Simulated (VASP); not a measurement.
# CoPtO2 (R-3m) in VASP: further runs

The runs below take CoPtO2 through single point, with PBE, PBE+D3(BJ), LDA.

All numbers are computed with VASP 6.6.1; they aren't measurements. Logs are shortened: lines on timing, memory, paths and dates and some standing lists are left out, and cuts for length are marked.

## Step 1: The cell of the first run

The structure is trigonal, space group R-3m (No. 166). The conventional cell has a = 2.825 Å, b = 2.825 Å, c = 17.818 Å, α = 90.00°, β = 90.00°, γ = 120.00°. Pt (site symmetry -3m) has 2 O at 2.00 Å within 2.6 Å. Co (site symmetry -3m) has 6 O at 1.90 Å within 2.5 Å. Within 2.5 Å of O (site symmetry 3m) lie 3 Co at 1.90 Å and 1 Pt at 2.00 Å.

## Step 2: Single point, PBE, collinear spin, ferromagnetic start

INCAR

```
PREC = Accurate ; ENCUT = 520
EDIFF = 1E-6 ; ISMEAR = 0
SIGMA = 0.028000000000000004 ; LREAL = F
LASPH = T ; NELM = 150
ALGO = Normal ; ISIF = 2
LWAVE = F ; LCHARG = T
ISPIN = 2 ; MAGMOM = 0 2 0 0
LORBIT = 11 ; LMAXMIX = 4
GGA = PE ; LELF = T
LVHAR = T ; NBANDS = 28
```

KPOINTS

```
regular mesh
0
Gamma
  11 11 11
```

POSCAR

```
CoPtO2
1.0
    1.4122699173      0.8153744169      5.9393891094
   -1.4122699173      0.8153744169      5.9393891094
    0.0000000000     -1.6307488338      5.9393891094
Pt Co O
1 1 2
Direct
    0.0000000000      0.0000000000      0.0000000000
    0.5000000000      0.5000000000      0.5000000000
    0.1122440300      0.1122440300      0.1122440300
    0.8877559700      0.8877559700      0.8877559700
```

Potentials or basis: VASP PAW PBE potentials, release 64 (Pt, Co, O).

Run with:

```console
$ cat potpaw_PBE.64/Pt/POTCAR potpaw_PBE.64/Co/POTCAR potpaw_PBE.64/O/POTCAR > POTCAR
$ mpirun -np 1 vasp_std > vasp.out
```

OUTCAR:

```text
PREC = Accurate
   ENCUT = 520
   EDIFF = 1E-6
   ISMEAR = 0
   LREAL = F
   LASPH = T
   NELM = 150
   ISIF = 2
   ISPIN = 2
   LORBIT = 11
   GGA = PE

 ion  position               nearest neighbor table
   1  0.000  0.000  0.000-   3 2.00   4 2.00
   2  0.500  0.500  0.500-   3 1.90   4 1.90   3 1.90   3 1.90   4 1.90   4 1.90
   3  0.112  0.112  0.112-   2 1.90   2 1.90   2 1.90   1 2.00
   4  0.888  0.888  0.888-   2 1.90   2 1.90   2 1.90   1 2.00

  LATTYP: Found a trigonal (rhomboedric) cell.
 ALAT       =     6.1591951383
 COS(alpha) =     0.8948480128

  Lattice vectors:

 A1 = (   1.4122699173,   0.8153744169,   5.9393891094)
 A2 = (  -1.4122699173,   0.8153744169,   5.9393891094)
 A3 = (   0.0000000000,  -1.6307488338,   5.9393891094)

Analysis of symmetry for initial positions (statically):
=====================================================================
 Subroutine PRICEL returns:
 Original cell was already a primitive cell.

 Routine SETGRP: Setting up the symmetry group for a
 trigonal (rhombohedral) supercell.

 Subroutine GETGRP returns: Found 12 space group operations
 (whereof 12 operations were pure point group operations)
 out of a pool of 12 trial point group operations.

The static configuration has the point symmetry D_3d.

Analysis of symmetry for dynamics (positions and initial velocities):
=====================================================================
 Subroutine PRICEL returns:
 Original cell was already a primitive cell.

 Routine SETGRP: Setting up the symmetry group for a
 trigonal (rhombohedral) supercell.

 Subroutine GETGRP returns: Found 12 space group operations
 (whereof 12 operations were pure point group operations)
 out of a pool of 12 trial point group operations.

The dynamic configuration has the point symmetry D_3d.

Analysis of structural, dynamic, and magnetic symmetry:
=====================================================================
 Subroutine PRICEL returns:
 Original cell was already a primitive cell.

 Routine SETGRP: Setting up the symmetry group for a
 trigonal (rhombohedral) supercell.

 Subroutine GETGRP returns: Found 12 space group operations
 (whereof 12 operations were pure point group operations)
 out of a pool of 12 trial point group operations.

The overall configuration has the point symmetry D_3d.

 Subroutine INISYM returns: Found 12 space group operations
 (whereof 12 operations are pure point group operations),
 and found     1 'primitive' translations

----------------------------------------------------------------------------------------

                                     Primitive cell

  volume of cell :      41.0363

  direct lattice vectors                    reciprocal lattice vectors
     1.412269917  0.815374417  5.939389109     0.354039971  0.204405072  0.056122495
    -1.412269917  0.815374417  5.939389109    -0.354039971  0.204405072  0.056122495
     0.000000000 -1.630748834  5.939389109     0.000000000 -0.408810145  0.056122495

  length of vectors
     6.159195138  6.159195138  6.159195138     0.412644482  0.412644482  0.412644482

  position of ions in fractional coordinates (direct lattice)
     0.000000000  0.000000000  0.000000000
     0.500000000  0.500000000  0.500000000
     0.112244030  0.112244030  0.112244030
     0.887755970  0.887755970  0.887755970

  ion indices of the primitive-cell ions
   primitive index   ion index
                 1           1
                 2           2
                 3           3
                 4           4

----------------------------------------------------------------------------------------

 KPOINTS: regular mesh

Automatic generation of k-mesh.
 Grid dimensions read from file:
 generate k-points for:   11   11   11

 Generating k-lattice:

  Cartesian coordinates                     Fractional coordinates (reciprocal lattice)
     0.032185452  0.018582279  0.005102045     0.090909091  0.000000000  0.000000000
    -0.032185452  0.018582279  0.005102045     0.000000000  0.090909091  0.000000000
     0.000000000 -0.037164559  0.005102045     0.000000000  0.000000000  0.090909091

  Length of vectors
     0.037513135  0.037513135  0.037513135

  Shift w.r.t. Gamma in fractional coordinates (k-lattice)
     0.000000000  0.000000000  0.000000000

 Subroutine IBZKPT returns following result:
 ===========================================

 Found    146 irreducible k-points:

 Following reciprocal coordinates:
            Coordinates               Weight
  0.000000  0.000000  0.000000      1.000000
  0.090909 -0.000000  0.000000      6.000000
  0.181818 -0.000000 -0.000000      6.000000
  0.272727 -0.000000  0.000000      6.000000
  0.363636  0.000000 -0.000000      6.000000
  0.454545 -0.000000  0.000000      6.000000
[... 16 lines left out ...]
 -0.272727  0.181818 -0.000000     12.000000
 -0.181818  0.181818  0.000000      6.000000
 [... further k-points ...]
   k-points           NKPTS =    146   k-points in BZ     NKDIM =    146   number of bands    NBANDS=     28
   number of dos      NEDOS =    301   number of ions     NIONS =      4
   total plane-waves  NPLWV = 110592
   dimension x,y,z NGX =    48 NGY =   48 NGZ =   48
   dimension x,y,z NGXF=    96 NGYF=   96 NGZF=   96
   ions per type =               1   1   2
   NGX,Y,Z   is equivalent  to a cutoff of  12.96, 12.96, 12.96 a.u.
   NGXF,Y,Z  is equivalent  to a cutoff of  25.91, 25.91, 25.91 a.u.
 SYSTEM =  unknown system
   PREC   = accura    normal or accurate (medium, high low for compatibility)
   ISTART =      0    job   : 0-new  1-cont  2-samecut
   ICHARG =      2    charge: 1-file 2-atom 10-const
   ISPIN  =      2    spin polarized calculation?
   LNONCOLLINEAR =      F non collinear calculations
   LSORBIT =      F    spin-orbit coupling
   LASPH  =      T    aspherical Exc in radial PAW
   ENCUT  =  520.0 eV  38.22 Ry    6.18 a.u.  11.45 11.45 11.45*2*pi/ulx,y,z
   NELM   =    150;   NELMIN=  2; NELMDL= -5     # of ELM steps
   EDIFF  = 0.1E-05   stopping-criterion for ELM
   LREAL  =      F    real-space projection
   EDIFFG = 0.1E-04   stopping-criterion for IOM
   NSW    =      0    number of steps for IOM
   IBRION =     -1    ionic relax: 0-MD 1-quasi-New 2-CG
   NFREE  =      0    steps in history (QN), initial steepest desc. (CG)
   ISIF   =      2    stress and relaxation
   ISYM   =      2    0-nonsym 1-usesym 2-fastsym
   POTIM  = 0.5000    time-step for ionic-motion
   TEBEG  =    0.0;   TEEND  =   0.0 temperature during run
   PSTRESS=    0.0 pullay stress
   NELECT =      31.0000    total number of electrons
   NUPDOWN=      -1.0000    fix difference up-down
   EMIN   =  10.00;   EMAX   =-10.00  energy-range for DOS
   EFERMI =   0.00;   METHOD = LEGACY
   ISMEAR =     0;   SIGMA  =   0.03  broadening in eV -4-tet -1-fermi 0-gaus
   EFERMI_NEDOS =   21; number of points for ismear=-14 and -15
   IALGO  =     38    algorithm
   IMIX   =      4    mixing-type and parameters
     AMIX     =   0.40;   BMIX     =  1.00
     AMIX_MAG =   1.60;   BMIX_MAG =  1.00
  volume/ion in A,a.u.               =      10.26        69.23
  Fermi-wavevector in a.u.,A,eV,Ry     =   1.490983  2.817550 30.246177  2.223031
  Thomas-Fermi vector in A             =   2.603696
   LORBIT       =     11    0 simple, 1 ext, 2 COOP (PROOUT), +10 PAW based schemes
   GGA     = PE    functional components
   LHFCALC =     F    Hartree Fock is set to
   AEXX    =    0.0000 exact exchange contribution
   IVDW    =     0    specifies the selected vdW correction
   LEPSILON=     F    determine dielectric tensor
   LRPA    =     F    only Hartree local field effects (RPA)
 spin polarized calculation
 Gauss-broadening in eV      SIGMA  =   0.03
  energy-cutoff  :      520.00
  volume of cell :       41.04
 maximum number of plane-waves:      1120
 NGX is ok and might be reduce to    48
   NGX = 23   NGY = 23   NGZ = 23

 number of electron      30.9999999 magnetization      -0.0000486

 number of electron      30.9999999 magnetization       0.0000956

 Free energy of the ion-electron system (eV)
  ---------------------------------------------------
  ext. energy  EPLUGINS =         0.00000000
  ---------------------------------------------------
  free energy    TOTEN  =       -26.45387385 eV

  energy without entropy =      -26.45357286  energy(sigma->0) =      -26.45372335

 E-fermi :   8.7714     XC(G=0): -12.6850

 val. band max:        8.7446381703   @ k =  -0.3636  -0.3636   0.0909
 cond. band min:       8.8502079758   @ k =   0.4545   0.4545   0.0000
 fundamental gap:      0.1055698055
 Fermi energy:         8.7714062313

 spin component 1

 k-point     1 :       0.0000    0.0000    0.0000
  band No.  band energies     occupation
      1     -12.8973      1.00000
      2     -10.9943      1.00000
      3      -0.9429      1.00000
      4       1.7234      1.00000
      5       2.1876      1.00000
      6       2.1876      1.00000
[... 19 lines left out ...]
     26      27.1143      0.00000
     27      30.3135      0.00000

 k-point     2 :       0.0909   -0.0000    0.0000
  band No.  band energies     occupation
      1     -12.8017      1.00000
      2     -10.9860      1.00000
      3      -0.8197      1.00000
      4       1.9100      1.00000
      5       1.9603      1.00000
      6       2.2335      1.00000
[... 19 lines left out ...]
     26      26.6562      0.00000
     27      29.0450      0.00000

 k-point     3 :       0.1818   -0.0000   -0.0000
  band No.  band energies     occupation
      1     -12.5333      1.00000
      2     -10.9666      1.00000
      3      -0.4914      1.00000
      4       1.4215      1.00000
      5       2.3573      1.00000
      6       2.4850      1.00000
[... 594 lines left out ...]
      1     -11.6371      1.00000
      2     -10.9164      1.00000
      3       0.3134      1.00000
      4       0.8925      1.00000
      5       1.7402      1.00000
      6       2.3681      1.00000
[... 19 lines left out ...]
     26      25.5479      0.00000
     27      26.5851      0.00000

 k-point    24 :      -0.1818    0.1818    0.0000
  band No.  band energies     occupation
      1     -11.9776      1.00000
      2     -10.9138      1.00000
      3       0.0408      1.00000
      4       0.9961      1.00000
      5       2.0429      1.00000
      6       2.5443      1.00000
[... 19 lines left out ...]
     26      26.4478      0.00000
     27      26.8596      0.00000

 [... further k-points ...]

 spin component 2

 k-point     1 :       0.0000    0.0000    0.0000
  band No.  band energies     occupation
      1     -12.8973      1.00000
      2     -10.9944      1.00000
      3      -0.9429      1.00000
      4       1.7236      1.00000
      5       2.1875      1.00000
      6       2.1875      1.00000
[... 19 lines left out ...]
     26      27.1144      0.00000
     27      30.3136      0.00000

 k-point     2 :       0.0909   -0.0000    0.0000
  band No.  band energies     occupation
      1     -12.8018      1.00000
      2     -10.9860      1.00000
      3      -0.8197      1.00000
      4       1.9100      1.00000
      5       1.9605      1.00000
      6       2.2335      1.00000
[... 19 lines left out ...]
     26      26.6563      0.00000
     27      29.0451      0.00000

 k-point     3 :       0.1818   -0.0000   -0.0000
  band No.  band energies     occupation
      1     -12.5333      1.00000
      2     -10.9666      1.00000
      3      -0.4914      1.00000
      4       1.4215      1.00000
      5       2.3573      1.00000
      6       2.4851      1.00000
[... 594 lines left out ...]
      1     -11.6371      1.00000
      2     -10.9164      1.00000
      3       0.3134      1.00000
      4       0.8925      1.00000
      5       1.7402      1.00000
      6       2.3681      1.00000
[... 19 lines left out ...]
     26      25.5480      0.00000
     27      26.5852      0.00000

 k-point    24 :      -0.1818    0.1818    0.0000
  band No.  band energies     occupation
      1     -11.9776      1.00000
      2     -10.9138      1.00000
      3       0.0408      1.00000
      4       0.9961      1.00000
      5       2.0429      1.00000
      6       2.5443      1.00000
[... 19 lines left out ...]
     26      26.4478      0.00000
     27      26.8597      0.00000

 [... further k-points ...]

 [bands above 27 left out]

------------------------ aborting loop because EDIFF is reached ----------------------------------------

  FORCE on cell =-STRESS in cart. coord.  units (eV):
  Direction    XX          YY          ZZ          XY          YZ          ZX
  --------------------------------------------------------------------------------------
  -------------------------------------------------------------------------------------
  Total        1.6211354      1.6211354      1.3449535      0.0000000      0.0000000      0.0000000
  in kB       63.2939303     63.2939303     52.5109688      0.0000000      0.0000000      0.0000000
  external PRESSURE =      59.6996098 kB  Pullay stress =       0.0000000 kB

 VOLUME and BASIS-vectors are now :
 -----------------------------------------------------------------------------
  energy-cutoff  :      520.00
  volume of cell :       41.04
      direct lattice vectors                 reciprocal lattice vectors
     1.412269917  0.815374417  5.939389109     0.354039971  0.204405072  0.056122495
    -1.412269917  0.815374417  5.939389109    -0.354039971  0.204405072  0.056122495
     0.000000000 -1.630748834  5.939389109     0.000000000 -0.408810145  0.056122495

 POSITION                                       TOTAL-FORCE (eV/Angst)
 -----------------------------------------------------------------------------------
      0.00000      0.00000      0.00000        -0.000000     -0.000000     -0.000000
      0.00000      0.00000      8.90908         0.000000     -0.000000     -0.000000
      0.00000      0.00000      1.99998        -0.000000      0.000000     -0.121528
      0.00000      0.00000     15.81818        -0.000000     -0.000000      0.121528
 -----------------------------------------------------------------------------------
    total drift:                               -0.000000      0.000000     -0.000000

  FREE ENERGIE OF THE ION-ELECTRON SYSTEM (eV)
  ---------------------------------------------------
  free  energy   TOTEN  =       -26.4538738500 eV

  energy  without entropy=      -26.4535728574  energy(sigma->0) =      -26.45372335

 total charge

# of ion       s       p       d       tot
------------------------------------------
    1        0.650   0.571   8.014   9.236
    2        0.432   0.668   7.362   8.462
    3        1.557   3.459   0.000   5.015
    4        1.557   3.459   0.000   5.015
--------------------------------------------------
tot          4.196   8.157  15.376  27.728

 magnetization (x)

# of ion       s       p       d       tot
------------------------------------------
    1        0.000   0.000   0.000   0.000
    2       -0.000  -0.000  -0.000  -0.000
    3       -0.000   0.000   0.000   0.000
    4       -0.000   0.000   0.000   0.000
--------------------------------------------------
tot          0.000   0.000   0.000   0.000
```

Wall time 10 min (1 thread of Intel Xeon 6975P-C (Granite Rapids), shared host); peak memory 0.6 GiB.

What came out:

```
Free energy                                           : -26.4539 eV
Pressure                                              : 6.0 GPa
Largest force                                         : 0.122 eV/Å
Net moment                                            : 0.00 μB per cell
Valence electrons inside the program's atomic spheres : Pt 9.24; Co 8.46; O 5.01
```

Forces on the atoms (eV/Å):
```
Pt   0.000  0.000  0.000
Co   0.000  0.000  0.000
O    0.000  0.000 -0.122
O    0.000  0.000  0.122
```

Caveat: the starting moments collapsed, and a magnetic state may lie lower; spin-orbit coupling is left out, which moves the levels of the heavy elements; semilocal functionals often make such compounds metallic where correlation or magnetic order opens a gap, which also shifts bond lengths. With open d or f shells a metallic result of PBE can be an artefact of self-interaction; +U or a hybrid may open a gap.

## Step 3: Single point, PBE+D3(BJ), collinear spin, ferromagnetic start

This run uses another cell than the first one, of 10.30 Å³/atom, 1.004 times its volume.

INCAR

```
PREC = Accurate
ENCUT = 520
EDIFF = 1E-7
ISMEAR = -1
SIGMA = 0.05
LREAL = False
LASPH = True
NELM = 150
ALGO = Normal
ISIF = 2
LWAVE = False
LCHARG = False
ISPIN = 2
MAGMOM = 0 2 0 0
LORBIT = 11
LMAXMIX = 4
GGA = PE
IVDW = 12
NBANDS = 28
```

KPOINTS

```
Automatic mesh
0
Gamma
  11 11 11
```

POSCAR

```
CoPtO2
1.0
    1.4151502543      0.8170373803      5.9373850532
   -1.4151502543      0.8170373803      5.9373850532
    0.0000000000     -1.6340747606      5.9373850532
Pt Co O
1 1 2
Direct
    0.0000000000      0.0000000000      0.0000000000
    0.5000000000      0.5000000000      0.5000000000
    0.1121411629      0.1121411629      0.1121411629
    0.8878588371      0.8878588371      0.8878588371
```

Potentials or basis: VASP PAW PBE potentials, release 64 (Pt, Co, O).

Run with:

```console
$ cat potpaw_PBE.64/Pt/POTCAR potpaw_PBE.64/Co/POTCAR potpaw_PBE.64/O/POTCAR > POTCAR
$ mpirun -np 1 vasp_std > vasp.out
```

Wall time 10 min (1 thread of Intel Xeon 6975P-C (Granite Rapids), shared host); peak memory 0.61 GiB.

Results (log left out):

- Free energy: -27.7191 eV
- Pressure: 0.1 GPa
- Largest force: 0.014 eV/Å
- Net moment: 0.00 μB per cell
- Valence electrons inside the program's atomic spheres: Pt 9.23; Co 8.45; O 5.01
- Dispersion energy per atom: -0.314 eV

Forces in eV/Å, atoms in the order of the input:
```
Pt   0.000  0.000  0.000
Co   0.000  0.000  0.000
O    0.000  0.000 -0.014
O    0.000  0.000  0.014
```

Stress tensor (GPa, compression positive):
```
-0.06  0.00  0.00
 0.00 -0.06  0.00
 0.00  0.00  0.51
```

Levels at points of the mesh, in eV from the Fermi level:
Spin up:
| k point | band 13 | band 14 | band 15 | band 16 | band 17 | band 18 | band 19 | band 20 |
| --- | --- | --- | --- | --- | --- | --- | --- | --- |
| (0.00, 0.00, 0.00) | -1.99 | -1.65 | -1.65 | -1.58 | 1.80 | 1.80 | 2.75 | 5.50 |
Spin down:
```
           k point  band 14  band 15  band 16  band 17  band 18  band 19
(0.00, 0.00, 0.00)    -1.65    -1.65    -1.58     1.80     1.80     2.75
```

Caveat: the starting moments collapsed, and a magnetic state may lie lower; spin-orbit coupling is left out, which moves the levels of the heavy elements; semilocal functionals often make such compounds metallic where correlation or magnetic order opens a gap, which also shifts bond lengths; pairwise dispersion overbinds metals, which lowers pressure and volume.

(Part 1 of 2 ends here.)
